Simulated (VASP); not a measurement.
# Sb in VASP: single point with PBE

Aim: the single point of Sb with PBE.

All numbers are computed with VASP 6.6.1; they aren't measurements. Logs are shortened: lines on timing, memory, paths and dates and some standing lists are left out, and cuts for length are marked.

### Step 1. The cell of the first run

The cell holds a slab with vacuum, 6 atoms: a = 4.301 Å, b = 4.301 Å, c = 25.992 Å, α = 90.00°, β = 90.00°, γ = 120.00°.

### Step 2. Single point, PBE

INCAR

```
SYSTEM = Sb
PREC = Accurate
ENCUT = 400
EDIFF = 1E-6
ISMEAR = 0
SIGMA = 0.1
LREAL = .False.
LASPH = .True.
NELM = 120
ALGO = Normal
ISIF = 2
LWAVE = .False.
LCHARG = .False.
LDIPOL = .True.
IDIPOL = 3
DIPOL = 0.5 0.5 0.503
GGA = PE
NBANDS = 54
GGA_COMPAT = .False.
NELMDL = -8
```

KPOINTS

```
regular mesh
0
Gamma
  9 9 1
  0 0 0
```

POSCAR

```
Sb
1.0
    4.3012006610      0.0000000000      0.0000000000
   -2.1506003305      3.7249490392      0.0000000000
    0.0000000000      0.0000000000     25.9924888534
Sb
6
Direct
    0.3333333333      0.6666666667      0.3270175491
    0.6666666667      0.3333333333      0.3848992319
    0.0000000000      0.0000000000      0.4710591586
    0.3333333333      0.6666666667      0.5306535503
    0.6666666667      0.3333333333      0.6220145074
    0.0000000000      0.0000000000      0.6818450415
```

Potentials or basis: VASP PAW PBE potentials, release 64 (Sb_d_GW).

On the command line:

```bash
$ cat potpaw_PBE.64/Sb_d_GW/POTCAR > POTCAR
$ mpirun -np 1 vasp_std > vasp.out
```

OUTCAR:

```text
SYSTEM = Sb
   PREC = Accurate
   ENCUT = 400
   EDIFF = 1E-6
   ISMEAR = 0
   LREAL = .False.
   LASPH = .True.
   NELM = 120
   ISIF = 2
   GGA = PE
   NELMDL = -8

 ion  position               nearest neighbor table
   1  0.333  0.667  0.327-   2 2.90   2 2.90   2 2.90
   2  0.667  0.333  0.385-   1 2.90   1 2.90   1 2.90   3 3.34   3 3.34   3 3.34
   3  0.000  0.000  0.471-   4 2.93   4 2.93   4 2.93   2 3.34   2 3.34   2 3.34
   4  0.333  0.667  0.531-   3 2.93   3 2.93   3 2.93
   5  0.667  0.333  0.622-   6 2.93   6 2.93   6 2.93
   6  0.000  0.000  0.682-   5 2.93   5 2.93   5 2.93

  LATTYP: Found a hexagonal cell.
 ALAT       =     4.3012006610
 C/A-ratio  =     6.0430774805

  Lattice vectors:

 A1 = (   4.3012006610,   0.0000000000,   0.0000000000)
 A2 = (  -2.1506003305,   3.7249490392,   0.0000000000)
 A3 = (   0.0000000000,   0.0000000000,  25.9924888534)

Analysis of symmetry for initial positions (statically):
=====================================================================
 Subroutine PRICEL returns:
 Original cell was already a primitive cell.

 Routine SETGRP: Setting up the symmetry group for a
 hexagonal supercell.

 Subroutine GETGRP returns: Found  6 space group operations
 (whereof  6 operations were pure point group operations)
 out of a pool of 24 trial point group operations.

The static configuration has the point symmetry C_3v.

Analysis of symmetry for dynamics (positions and initial velocities):
=====================================================================
 Subroutine PRICEL returns:
 Original cell was already a primitive cell.

 Routine SETGRP: Setting up the symmetry group for a
 hexagonal supercell.

 Subroutine GETGRP returns: Found  6 space group operations
 (whereof  6 operations were pure point group operations)
 out of a pool of 24 trial point group operations.

The dynamic configuration has the point symmetry C_3v.

 Subroutine INISYM returns: Found  6 space group operations
 (whereof  6 operations are pure point group operations),
 and found     1 'primitive' translations

----------------------------------------------------------------------------------------

                                     Primitive cell

  volume of cell :     416.4452

  direct lattice vectors                    reciprocal lattice vectors
     4.301200661  0.000000000  0.000000000     0.232493222  0.134230024  0.000000000
    -2.150600331  3.724949039  0.000000000     0.000000000  0.268460049  0.000000000
     0.000000000  0.000000000 25.992488853     0.000000000  0.000000000  0.038472653

  length of vectors
     4.301200661  4.301200661 25.992488853     0.268460049  0.268460049  0.038472653

  position of ions in fractional coordinates (direct lattice)
     0.333333333  0.666666667  0.327017549
     0.666666667  0.333333333  0.384899232
     0.000000000  0.000000000  0.471059159
     0.333333333  0.666666667  0.530653550
     0.666666667  0.333333333  0.622014507
     0.000000000  0.000000000  0.681845041

  ion indices of the primitive-cell ions
   primitive index   ion index
                 1           1
                 2           2
                 3           3
                 4           4
                 5           5
                 6           6

----------------------------------------------------------------------------------------

 KPOINTS: regular mesh

Automatic generation of k-mesh.
 Grid dimensions read from file:
 generate k-points for:    9    9    1

 Generating k-lattice:

  Cartesian coordinates                     Fractional coordinates (reciprocal lattice)
     0.025832580  0.014914447  0.000000000     0.111111111  0.000000000  0.000000000
     0.000000000  0.029828894  0.000000000     0.000000000  0.111111111  0.000000000
     0.000000000  0.000000000  0.038472653     0.000000000  0.000000000  1.000000000

  Length of vectors
     0.029828894  0.029828894  0.038472653

  Shift w.r.t. Gamma in fractional coordinates (k-lattice)
     0.000000000  0.000000000  0.000000000

 Subroutine IBZKPT returns following result:
 ===========================================

 Found     12 irreducible k-points:

 Following reciprocal coordinates:
            Coordinates               Weight
  0.000000  0.000000  0.000000      1.000000
  0.111111  0.000000  0.000000      6.000000
  0.222222  0.000000  0.000000      6.000000
  0.333333  0.000000  0.000000      6.000000
  0.444444  0.000000  0.000000      6.000000
  0.111111  0.111111  0.000000      6.000000
  0.222222  0.111111  0.000000     12.000000
  0.333333  0.111111  0.000000     12.000000
  0.444444  0.111111  0.000000      6.000000
  0.222222  0.222222  0.000000      6.000000
  0.333333  0.222222  0.000000     12.000000
  0.333333  0.333333  0.000000      2.000000
   k-points           NKPTS =     12   k-points in BZ     NKDIM =     12   number of bands    NBANDS=     54
   number of dos      NEDOS =    301   number of ions     NIONS =      6
   total plane-waves  NPLWV = 141120
   dimension x,y,z NGX =    28 NGY =   28 NGZ =  180
   dimension x,y,z NGXF=    56 NGYF=   56 NGZF=  360
   ions per type =               6
   NGX,Y,Z   is equivalent  to a cutoff of  10.82, 10.82, 11.51 a.u.
   NGXF,Y,Z  is equivalent  to a cutoff of  21.64, 21.64, 23.03 a.u.
 SYSTEM =  Sb
   PREC   = accura    normal or accurate (medium, high low for compatibility)
   ISTART =      0    job   : 0-new  1-cont  2-samecut
   ICHARG =      2    charge: 1-file 2-atom 10-const
   ISPIN  =      1    spin polarized calculation?
   LNONCOLLINEAR =      F non collinear calculations
   LSORBIT =      F    spin-orbit coupling
   LASPH  =      T    aspherical Exc in radial PAW
   ENCUT  =  400.0 eV  29.40 Ry    5.42 a.u.   7.01  7.01 42.39*2*pi/ulx,y,z
   NELM   =    120;   NELMIN=  2; NELMDL= -8     # of ELM steps
   EDIFF  = 0.1E-05   stopping-criterion for ELM
   LREAL  =      F    real-space projection
   EDIFFG = 0.1E-04   stopping-criterion for IOM
   NSW    =      0    number of steps for IOM
   IBRION =     -1    ionic relax: 0-MD 1-quasi-New 2-CG
   NFREE  =      0    steps in history (QN), initial steepest desc. (CG)
   ISIF   =      2    stress and relaxation
   ISYM   =      2    0-nonsym 1-usesym 2-fastsym
   POTIM  = 0.5000    time-step for ionic-motion
   TEBEG  =    0.0;   TEEND  =   0.0 temperature during run
   PSTRESS=    0.0 pullay stress
   NELECT =      90.0000    total number of electrons
   NUPDOWN=      -1.0000    fix difference up-down
   EMIN   =  10.00;   EMAX   =-10.00  energy-range for DOS
   EFERMI =   0.00;   METHOD = LEGACY
   ISMEAR =     0;   SIGMA  =   0.10  broadening in eV -4-tet -1-fermi 0-gaus
   EFERMI_NEDOS =   21; number of points for ismear=-14 and -15
   IALGO  =     38    algorithm
   IMIX   =      4    mixing-type and parameters
     AMIX     =   0.40;   BMIX     =  1.00
     AMIX_MAG =   1.60;   BMIX_MAG =  1.00
  volume/ion in A,a.u.               =      69.41       468.39
  Fermi-wavevector in a.u.,A,eV,Ry     =   0.982433  1.856530 13.132003  0.965175
  Thomas-Fermi vector in A             =   2.113515
   LORBIT       =      0    0 simple, 1 ext, 2 COOP (PROOUT), +10 PAW based schemes
   GGA     = PE    functional components
   LHFCALC =     F    Hartree Fock is set to
   AEXX    =    0.0000 exact exchange contribution
   IVDW    =     0    specifies the selected vdW correction
   LEPSILON=     F    determine dielectric tensor
   LRPA    =     F    only Hartree local field effects (RPA)
 non-spin polarized calculation
 Gauss-broadening in eV      SIGMA  =   0.10
  energy-cutoff  :      400.00
  volume of cell :      416.45
 maximum number of plane-waves:      7601
 NGX is ok and might be reduce to    28
   NGX = 13   NGY = 13   NGZ = 85

 dipolmoment           0.000000      0.000000      0.029071 electrons x Angstroem

 number of electron      89.9999974 magnetization

 dipolmoment           0.000000      0.000000     -0.004096 electrons x Angstroem

 Free energy of the ion-electron system (eV)
  ---------------------------------------------------
  ext. energy  EPLUGINS =         0.00000000
  ---------------------------------------------------
  free energy    TOTEN  =       -24.63763793 eV

  energy without entropy =      -24.63498748  energy(sigma->0) =      -24.63631271

 E-fermi :  -0.0882     XC(G=0):  -4.9310

 val. band max:       -0.1158913358   @ k =   0.0000   0.0000   0.0000
 cond. band min:       0.1506987775   @ k =   0.4444   0.0000   0.0000
 fundamental gap:      0.2665901133
 Fermi energy:        -0.0881917970

 k-point     1 :       0.0000    0.0000    0.0000
  band No.  band energies     occupation
      1     -29.4191      2.00000
      2     -29.4191      2.00000
      3     -29.3873      2.00000
      4     -29.3873      2.00000
      5     -29.3682      2.00000
      6     -29.3682      2.00000
[... 46 lines left out ...]
     53       2.3279      0.00000
     54       2.3279      0.00000

 k-point     2 :       0.1111    0.0000    0.0000
  band No.  band energies     occupation
      1     -29.4186      2.00000
      2     -29.4140      2.00000
      3     -29.3869      2.00000
      4     -29.3828      2.00000
      5     -29.3679      2.00000
      6     -29.3651      2.00000
[... 46 lines left out ...]
     53       2.5880      0.00000
     54       2.7431      0.00000

 k-point     3 :       0.2222    0.0000    0.0000
  band No.  band energies     occupation
      1     -29.4172      2.00000
      2     -29.4004      2.00000
      3     -29.3856      2.00000
      4     -29.3707      2.00000
      5     -29.3668      2.00000
      6     -29.3583      2.00000
[... 46 lines left out ...]
     53       3.1628      0.00000
     54       3.5877      0.00000
[... 400 lines left out ...]
 k-point    11 :       0.3333    0.2222    0.0000
  band No.  band energies     occupation
      1     -29.4083      2.00000
      2     -29.3864      2.00000
      3     -29.3712      2.00000
      4     -29.3663      2.00000
      5     -29.3480      2.00000
      6     -29.3444      2.00000
[... 46 lines left out ...]
     53       4.0558      0.00000
     54       4.4408      0.00000

 k-point    12 :       0.3333    0.3333    0.0000
  band No.  band energies     occupation
      1     -29.4069      2.00000
      2     -29.3841      2.00000
      3     -29.3712      2.00000
      4     -29.3655      2.00000
      5     -29.3481      2.00000
      6     -29.3442      2.00000
[... 46 lines left out ...]
     53       4.4710      0.00000
     54       4.6626      0.00000

------------------------ aborting loop because EDIFF is reached ----------------------------------------

 vacuum level on the upper side and lower side of the slab       (xc-potential included)        -0.220        -0.177

  FORCE on cell =-STRESS in cart. coord.  units (eV):
  Direction    XX          YY          ZZ          XY          YZ          ZX
  --------------------------------------------------------------------------------------
  -------------------------------------------------------------------------------------
  Total        0.0744503      0.0744503      0.6986705      0.0000000      0.0000000     -0.0000000
  in kB        0.2864304      0.2864304      2.6879742      0.0000000      0.0000000     -0.0000000
  external PRESSURE =       1.0869450 kB  Pullay stress =       0.0000000 kB

 VOLUME and BASIS-vectors are now :
 -----------------------------------------------------------------------------
  energy-cutoff  :      400.00
  volume of cell :      416.45
      direct lattice vectors                 reciprocal lattice vectors
     4.301200661  0.000000000  0.000000000     0.232493222  0.134230024  0.000000000
    -2.150600331  3.724949039  0.000000000     0.000000000  0.268460049  0.000000000
     0.000000000  0.000000000 25.992488853     0.000000000  0.000000000  0.038472653

 POSITION                                       TOTAL-FORCE (eV/Angst)
 -----------------------------------------------------------------------------------
     -0.00000      2.48330      8.50000         0.000000      0.000000     -0.356446
      2.15060      1.24165     10.00449        -0.000000      0.000000      0.167714
      0.00000      0.00000     12.24400         0.000000     -0.000000      0.177472
     -0.00000      2.48330     13.79301        -0.000000     -0.000000     -0.019154
      2.15060      1.24165     16.16771         0.000000     -0.000000      0.032929
      0.00000      0.00000     17.72285         0.000000     -0.000000     -0.002515
 -----------------------------------------------------------------------------------
    total drift:                               -0.000000     -0.000000      0.004541

  FREE ENERGIE OF THE ION-ELECTRON SYSTEM (eV)
  ---------------------------------------------------
  free  energy   TOTEN  =       -24.6376379300 eV

  energy  without entropy=      -24.6349874806  energy(sigma->0) =      -24.63631271

 vacuum level on the upper side and lower side of the slab         3.959         4.002
```

Wall time 3.7 min (1 thread of AMD EPYC 9R45 (Zen 5), shared host); peak memory 0.39 GiB.

What came out:

```yaml
Free_energy: -24.6376 eV
Largest_force: 0.356 eV/Å
```

Forces in eV/Å, atoms in the order of the input:
```
Sb   0.000  0.000 -0.356
Sb   0.000  0.000  0.168
Sb   0.000  0.000  0.177
Sb   0.000  0.000 -0.019
Sb   0.000  0.000  0.033
Sb   0.000  0.000 -0.003
```

Levels at points of the mesh, in eV from the Fermi level:
| k point | band 41 | band 42 | band 43 | band 44 | band 45 | band 46 | band 47 | band 48 | band 49 | band 50 |
| --- | --- | --- | --- | --- | --- | --- | --- | --- | --- | --- |
| (0.00, 0.00, 0.00) | -1.31 | -1.11 | -1.11 | -0.77 | -0.15 | -0.03 | 0.77 | 0.77 | 1.58 | 1.62 |

Caveat: spin-orbit coupling is left out, which moves the levels of the heavy elements.
